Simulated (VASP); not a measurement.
Runs of VASP 6.6.1 on ZnO. The structure is that of space group P6_3mc (No. 186), or close to it. The cells are those of the table. 

```tsv
task	cell	cutoff (eV)	smearing	gap on the mesh (eV)	pressure (GPa)	largest force (eV/Å)
single point	a = 3.344, b = 3.344, c = 5.397 Å, angles 90.0, 90.0, 120.0°, 4 atoms	520	gaussian 0.02 eV	0.64	-5.9	-
single point	a = 3.143, b = 3.143, c = 5.072 Å, angles 90.0, 90.0, 120.0°, 4 atoms	520	gaussian 0.02 eV	(a)	(b)	0.01
single point	a = 3.280, b = 3.280, c = 5.293 Å, angles 90.0, 90.0, 120.0°, 4 atoms	520	gaussian 0.01 eV	0.73	0.9	-
relaxation of shape and atoms at fixed volume	relaxed from a = 3.386, b = 3.386, c = 5.464 Å, angles 90.0, 90.0, 120.0°, 4 atoms	600	gaussian 0.02 eV	0.58	-9.5	-
single point	a = 3.178, b = 3.178, c = 5.129 Å, angles 90.0, 90.0, 120.0°, 4 atoms	520	gaussian 0.02 eV	0.86	16.4	0.01
```

Alike in all rows: level PBE; potentials or basis VASP PAW PBE potentials, release 64 (Zn, O); no spin polarisation; k mesh 9 × 9 × 6.

**Question.** Fill in the values left out.

**Answer.** (a) 0.91; (b) 23.4.

Caveats: the cell stands under pressure (at least some runs); the cell stands under tension (at least some runs); the relaxation stopped at its first step, so nothing moved (at least some runs).

